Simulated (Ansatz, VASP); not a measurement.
## MnO in VASP and in Ansatz

```
Mn O
1.0
     0.02909    2.19266    2.21458
     2.23208   -0.02197    2.26564
     2.21395    2.22559   -0.00384
Mn O
1 1
Direct
  0.96395 0.99344 0.02834
  0.47468 0.52155 0.49455
```

Alike in both runs: task single point; functional b88 exchange, lda correlation; k mesh 5 × 5 × 5; occupations fermi-dirac, width 0.01 eV; collinear spin.

|  | VASP | Ansatz |
| --- | --- | --- |
| version | VASP 6.6.1 | Ansatz 0.2.0 |
| potentials or method | VASP PAW PBE potentials, release 64 (Mn_sv, O), cutoff 700 eV | plane waves, PAW |
| valence electrons in the cell | 21 | 21 |

VASP gave:

```
gap on the k mesh at the Fermi level (eV)                     : none
net moment per atom (μB)                                      : 2.45
size of the moment on the site where the two differ most (μB) : 4.24
```

**Question.** Which values does Ansatz return?

**Answer.** gap on the k mesh at the Fermi level (eV): none; net moment per atom (μB): 2.45; size of the moment on the site where the two differ most (μB): 4.08.

VASP's potentials were made for PBE, not for b88 exchange, lda correlation. Site moments also hang on the region over which each program counts them. A gap of «none» marks a metal or a gap that the smearing closes.

The k mesh is coarse, so the values compare programs but aren't converged.
